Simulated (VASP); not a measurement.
A run of VASP 6.6.1 is set up as follows.

INCAR

```
ALGO     = Normal         # electronic algorithm
EDIFF    = 1E-7           # SCF threshold, eV
ENCUT    = 520            # plane-wave cutoff, eV
GGA      = PS             # functional
ISIF     = 2              # what is computed and relaxed
ISMEAR   = 0              # smearing method
LASPH    = True           # aspherical terms in the spheres
LCHARG   = True           # write CHGCAR
LELF     = True           # ELF
LREAL    = False          # projectors in reciprocal space
LVHAR    = True         
LWAVE    = False          # write WAVECAR
NBANDS   = 29             # bands
NELM     = 100            # most SCF steps
PREC     = Accurate       # precision mode
SIGMA    = 0.1            # smearing width, eV
```

KPOINTS

```
k-points
0
Gamma
  10 10 10
```

File POSCAR:

```
ZrSi2
1.0
    1.8408911839     -7.3079678276      0.0000000000
    1.8408911839      7.3079678276      0.0000000000
    0.0000000000      0.0000000000      3.6641779480
Zr Si
2 4
Direct
    0.8951679295      0.1048320705      0.7500000000
    0.1048320705      0.8951679295      0.2500000000
    0.5537686783      0.4462313217      0.7500000000
    0.4462313217      0.5537686783      0.2500000000
    0.2502248775      0.7497751225      0.7500000000
    0.7497751225      0.2502248775      0.2500000000
```

Potentials or basis: VASP PAW PBE potentials, release 64 (Zr_sv, Si).

Run with:

```console
$ cat potpaw_PBE.64/Zr_sv/POTCAR potpaw_PBE.64/Si/POTCAR > POTCAR
$ mpirun -np 1 vasp_std > vasp.out
```

(1) Estimate the pressure.

(2) Estimate the band gap on the k mesh.

Answers

(1) -0.8 GPa.

(2) zero (bands 20 and 21 overlap by 0.99 eV).

Caveat: the PAW data sets were made with another functional, which shifts forces and pressure a little.
